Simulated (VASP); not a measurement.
Runs of VASP 6.6.1 on Y3Mg. The structure is that of space group Fm-3m (No. 225), or close to it. The cells are those of the table. 

| cell | gap on the mesh (eV) | pressure (GPa) |
| --- | --- | --- |
| a = 5.504 Å, angles 60.0°, 4 atoms | none | (b) |
| a = 5.668 Å, angles 60.0°, 4 atoms | none | (a) |
| a = 5.560 Å, angles 60.0°, 4 atoms | none | -4.2 |
| a = 5.448 Å, angles 60.0°, 4 atoms | none | -2.2 |
| a = 5.615 Å, angles 60.0°, 4 atoms | none | -5.0 |

Alike in all rows: task single point; level LDA; potentials or basis VASP PAW LDA potentials, release 64 (Y_sv, Mg); no spin polarisation; k mesh 5 × 5 × 5; cutoff (eV) 520; smearing methfessel-paxton 0.05 eV.

Q: Estimate the missing entries.

A: (a) -5.7; (b) -3.2.

A k mesh can miss the band edges, and the runs leave out spin-orbit coupling on Y.

A gap of «none» marks levels without a gap at the run's occupations.
